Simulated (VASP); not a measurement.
A run of VASP 6.6.1 is set up as follows.

File POSCAR:

```
Cd
1.0
    1.6080291515      0.9283960635      2.4492874100
   -1.6080291515      0.9283960635      2.4492874100
    0.0000000000     -1.8567921270      2.4492874100
Cd
1
Direct
    0.0000000000      0.0000000000      0.0000000000
```

INCAR.step1

```
PREC = Accurate ; ENCUT = 520
ISMEAR = 1 ; SIGMA = 0.1
LREAL = False ; LASPH = True
NELM = 80 ; NBANDS = 12
GGA = PE ; ALGO = Normal
EDIFF = 1E-4 ; LWAVE = True
LCHARG = False
```

The input INCAR.step2:

```
PREC = Accurate ; ENCUT = 520
EDIFF = 1E-7 ; ISMEAR = 1
SIGMA = 0.1 ; LREAL = False
LASPH = True ; NELM = 80
ALGO = Normal ; ISIF = 2
LWAVE = False ; LCHARG = False
METAGGA = R2SCAN ; LMIXTAU = True
NBANDS = 12 ; ISTART = 1
```

File KPOINTS:

```
regular mesh
0
Gamma
  9 9 9
```

Potentials or basis: VASP PAW PBE potentials, release 64 (Cd).

Launch:

```sh
$ cat potpaw_PBE.64/Cd/POTCAR > POTCAR
$ cp INCAR.step1 INCAR
$ mpirun -np 1 vasp_std > vasp.out
$ cp INCAR.step2 INCAR
$ mpirun -np 1 vasp_std > vasp.out
```

Q: Estimate the pressure.

A: 0.3 GPa.

Q: Predict the band gap on the k mesh.

A: Zero (bands 6 and 7 overlap by 1.94 eV).

Stress tensor (GPa, compression positive):
```
0.37 0.00 0.00
0.00 0.37 0.00
0.00 0.00 0.19
```

Caveat: the PAW data sets were made with another functional, which shifts forces and pressure a little.
